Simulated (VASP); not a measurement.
# Ru16Cl in VASP: single point with PBE

Aim: the single point of Ru16Cl with PBE.

All numbers are computed with VASP 6.6.1; they aren't measurements. Logs are shortened: lines on timing, memory, paths and dates and some standing lists are left out, and cuts for length are marked.

**1. The cell of the first run**

The cell holds a slab with vacuum, 17 atoms: a = 5.440 Å, b = 5.440 Å, c = 21.866 Å, α = 90.00°, β = 90.00°, γ = 120.00°.

**2. Single point, PBE**

Contents of INCAR:

```
PREC = Accurate ; ENCUT = 520
EDIFF = 1E-6 ; ISMEAR = 0
SIGMA = 0.1 ; LREAL = Auto
LASPH = T ; NELM = 60
ALGO = Normal ; ISIF = 2
LWAVE = F ; LCHARG = F
LDIPOL = T ; IDIPOL = 3
DIPOL = 0.5 0.5 0.343 ; GGA = PE
NBANDS = 130
```

Contents of KPOINTS:

```
Automatic mesh
0
Gamma
  6 6 1
```

Contents of POSCAR:

```
Ru16Cl
1.0
    5.4395954924      0.0000000000      0.0000000000
   -2.7197977462      4.7108278828      0.0000000000
    0.0000000000      0.0000000000     21.8663388894
Ru Cl
16 1
Direct
    0.3333333333      0.1666666667      0.1829295713
    0.3333333333      0.6666666667      0.1829295713
    0.8333333333      0.1666666667      0.1829295713
    0.8333333333      0.6666666667      0.1829295713
    0.1666666667      0.3333333333      0.2811778374
    0.1666666667      0.8333333333      0.2811778374
    0.6666666667      0.3333333333      0.2811778374
    0.6666666667      0.8333333333      0.2811778374
    0.3333333333      0.1666666667      0.3790816287
    0.3333333333      0.6666666667      0.3790816287
    0.8333333333      0.1666666667      0.3790816287
    0.8333333333      0.6666666667      0.3790816287
    0.1666666667      0.3333333333      0.4740774824
    0.1666666667      0.8333333333      0.4740774824
    0.6666666667      0.3333333333      0.4740774824
    0.6666666667      0.8333333333      0.4740774824
    0.5000000000      0.5000000000      0.5626126569
```

Potentials or basis: VASP PAW PBE potentials, release 64 (Ru_pv, Cl).

Run with:

```
$ cat potpaw_PBE.64/Ru_pv/POTCAR potpaw_PBE.64/Cl/POTCAR > POTCAR
$ mpirun -np 1 vasp_std > vasp.out
```

OUTCAR:

```text
PREC = Accurate
   ENCUT = 520
   EDIFF = 1E-6
   ISMEAR = 0
   LREAL = Auto
   LASPH = T
   NELM = 60
   ISIF = 2
   GGA = PE

 ion  position               nearest neighbor table
   1  0.333  0.167  0.183-   5 2.66   7 2.66   6 2.66   3 2.72   3 2.72   2 2.72   2 2.72   4 2.72
                             4 2.72
   2  0.333  0.667  0.183-   6 2.66   8 2.66   5 2.66   4 2.72   4 2.72   3 2.72   1 2.72   1 2.72
                             3 2.72
   3  0.833  0.167  0.183-   7 2.66   5 2.66   8 2.66   1 2.72   1 2.72   2 2.72   4 2.72   4 2.72
                             2 2.72
   4  0.833  0.667  0.183-   8 2.66   6 2.66   7 2.66   2 2.72   2 2.72   1 2.72   3 2.72   3 2.72
                             1 2.72
   5  0.167  0.333  0.281-   9 2.65  11 2.65  10 2.65   1 2.66   3 2.66   2 2.66   7 2.72   7 2.72
                             6 2.72   6 2.72   8 2.72   8 2.72
   6  0.167  0.833  0.281-  10 2.65  12 2.65   9 2.65   2 2.66   4 2.66   1 2.66   8 2.72   8 2.72
                             7 2.72   5 2.72   5 2.72   7 2.72
   7  0.667  0.333  0.281-  11 2.65   9 2.65  12 2.65   3 2.66   1 2.66   4 2.66   5 2.72   5 2.72
                             6 2.72   8 2.72   8 2.72   6 2.72
   8  0.667  0.833  0.281-  12 2.65  10 2.65  11 2.65   4 2.66   2 2.66   3 2.66   6 2.72   6 2.72
                             5 2.72   7 2.72   7 2.72   5 2.72
   9  0.333  0.167  0.379-  13 2.60  15 2.60  14 2.60   5 2.65   7 2.65   6 2.65  11 2.72  11 2.72
                            10 2.72  10 2.72  12 2.72  12 2.72
  10  0.333  0.667  0.379-  14 2.60  16 2.60  13 2.60   6 2.65   8 2.65   5 2.65  12 2.72  12 2.72
                            11 2.72   9 2.72   9 2.72  11 2.72
  11  0.833  0.167  0.379-  15 2.60  13 2.60  16 2.60   7 2.65   5 2.65   8 2.65   9 2.72   9 2.72
                            10 2.72  12 2.72  12 2.72  10 2.72
  12  0.833  0.667  0.379-  16 2.60  14 2.60  15 2.60   8 2.65   6 2.65   7 2.65  10 2.72  10 2.72
                             9 2.72  11 2.72  11 2.72   9 2.72
  13  0.167  0.333  0.474-  17 2.49   9 2.60  11 2.60  10 2.60  15 2.72  15 2.72  14 2.72  14 2.72
                            16 2.72  16 2.72
  14  0.167  0.833  0.474-  10 2.60  12 2.60   9 2.60  16 2.72  16 2.72  13 2.72  13 2.72  15 2.72
                            15 2.72
  15  0.667  0.333  0.474-  17 2.49  11 2.60   9 2.60  12 2.60  13 2.72  13 2.72  14 2.72  16 2.72
                            16 2.72  14 2.72
  16  0.667  0.833  0.474-  17 2.49  12 2.60  10 2.60  11 2.60  14 2.72  14 2.72  13 2.72  15 2.72
                            15 2.72  13 2.72
  17  0.500  0.500  0.563-  13 2.49  16 2.49  15 2.49

  LATTYP: Found a hexagonal cell.
 ALAT       =     5.4395954924
 C/A-ratio  =     4.0198464978

  Lattice vectors:

 A1 = (   5.4395954924,   0.0000000000,   0.0000000000)
 A2 = (  -2.7197977462,   4.7108278828,   0.0000000000)
 A3 = (   0.0000000000,   0.0000000000,  21.8663388894)

Analysis of symmetry for initial positions (statically):
=====================================================================
 Subroutine PRICEL returns:
 Original cell was already a primitive cell.

[... 158 lines left out ...]
  Thomas-Fermi vector in A             =   2.353712
   LORBIT       =      0    0 simple, 1 ext, 2 COOP (PROOUT), +10 PAW based schemes
   GGA     = PE    functional components
   LHFCALC =     F    Hartree Fock is set to
   AEXX    =    0.0000 exact exchange contribution
   IVDW    =     0    specifies the selected vdW correction
   LEPSILON=     F    determine dielectric tensor
   LRPA    =     F    only Hartree local field effects (RPA)
 non-spin polarized calculation
 Gauss-broadening in eV      SIGMA  =   0.10
  energy-cutoff  :      520.00
  volume of cell :      560.32
 maximum number of plane-waves:     15122
   NGX = 21   NGY = 21   NGZ = 81

 dipolmoment           0.000000      0.000000      0.155780 electrons x Angstroem

 number of electron     231.0000080 magnetization

 dipolmoment           0.000000      0.000000     -0.032523 electrons x Angstroem

 Free energy of the ion-electron system (eV)
  ---------------------------------------------------
  ext. energy  EPLUGINS =         0.00000000
  ---------------------------------------------------
  free energy    TOTEN  =      -143.30319415 eV

  energy without entropy =     -143.19418270  energy(sigma->0) =     -143.24868843

 E-fermi :   2.3895     XC(G=0):  -6.7087

 val. band max:        2.3807825162   @ k =   0.1667   0.0000   0.0000
 cond. band min:       2.3935759825   @ k =   0.1667   0.1667   0.0000
 fundamental gap:      0.0127934664
 Fermi energy:         2.3894887115

 k-point     1 :       0.0000    0.0000    0.0000
  band No.  band energies     occupation
      1     -41.2626      2.00000
      2     -41.2518      2.00000
      3     -41.2509      2.00000
      4     -41.2509      2.00000
      5     -41.1875      2.00000
      6     -41.1875      2.00000
[... 899 lines left out ...]
    126       3.1733      0.00000
    127       3.1862      0.00000
 [bands above 127 left out]

------------------------ aborting loop because EDIFF is reached ----------------------------------------

 vacuum level on the upper side and lower side of the slab       (xc-potential included)        -0.231         0.028

  FORCE on cell =-STRESS in cart. coord.  units (eV):
  Direction    XX          YY          ZZ          XY          YZ          ZX
  --------------------------------------------------------------------------------------
  -------------------------------------------------------------------------------------
  Total      -10.0938772    -10.0938772     -5.7749577      0.0000000      0.0000000      0.0000000
  in kB      -28.8621503    -28.8621503    -16.5127527      0.0000000      0.0000000      0.0000000
  external PRESSURE =     -24.7456844 kB  Pullay stress =       0.0000000 kB

 VOLUME and BASIS-vectors are now :
 -----------------------------------------------------------------------------
  energy-cutoff  :      520.00
  volume of cell :      560.32
      direct lattice vectors                 reciprocal lattice vectors
     5.439595492  0.000000000  0.000000000     0.183837199  0.106138456  0.000000000
    -2.719797746  4.710827883  0.000000000     0.000000000  0.212276913  0.000000000
     0.000000000  0.000000000 21.866338889     0.000000000  0.000000000  0.045732393

 POSITION                                       TOTAL-FORCE (eV/Angst)
 -----------------------------------------------------------------------------------
      1.35990      0.78514      4.00000        -0.000000      0.022591      0.623843
     -0.00000      3.14055      4.00000         0.019565     -0.011296      0.623843
      4.07970      0.78514      4.00000        -0.000000      0.000000      0.639511
      2.71980      3.14055      4.00000        -0.019565     -0.011296      0.623843
      0.00000      1.57028      6.14833        -0.025968     -0.014993     -0.724224
     -1.35990      3.92569      6.14833        -0.000000      0.000000     -0.452592
[... 9 lines left out ...]
      1.35990      3.92569     10.36634         0.000000     -0.177311      0.020337
      1.35990      2.35541     12.30228        -0.000000      0.000000     -0.007279
 -----------------------------------------------------------------------------------
    total drift:                               -0.000000     -0.000001      0.025755

  FREE ENERGIE OF THE ION-ELECTRON SYSTEM (eV)
  ---------------------------------------------------
  free  energy   TOTEN  =      -143.3031941498 eV

  energy  without entropy=     -143.1941827018  energy(sigma->0) =     -143.24868843

 vacuum level on the upper side and lower side of the slab         7.064         7.334
```

It took 34 min on 1 thread of AMD EPYC 7R43 (Zen 3), shared host; peak memory 0.69 GiB.

What came out:

```yaml
Free_energy: -143.3032 eV
Largest_force: 0.725 eV/Å
Band_gap_on_the_k_mesh: zero (an odd number of electrons rules out a gap without spin polarisation)
```

Forces in eV/Å, atoms in the order of the input:
```
Ru   0.000  0.023  0.624
Ru   0.020 -0.011  0.624
Ru   0.000  0.000  0.640
Ru  -0.020 -0.011  0.624
Ru  -0.026 -0.015 -0.724
Ru   0.000  0.000 -0.453
Ru   0.026 -0.015 -0.724
Ru   0.000  0.030 -0.724
Ru   0.000 -0.117  0.029
Ru  -0.102  0.059  0.029
Ru   0.000  0.000  0.204
Ru   0.102  0.059  0.029
Ru   0.154  0.089  0.020
Ru   0.000  0.000 -0.229
Ru  -0.154  0.089  0.020
Ru   0.000 -0.177  0.020
Cl   0.000  0.000 -0.007
```

Caveat: an odd number of electrons without spin polarisation forces a metal; a magnetic or distorted state may lie lower.
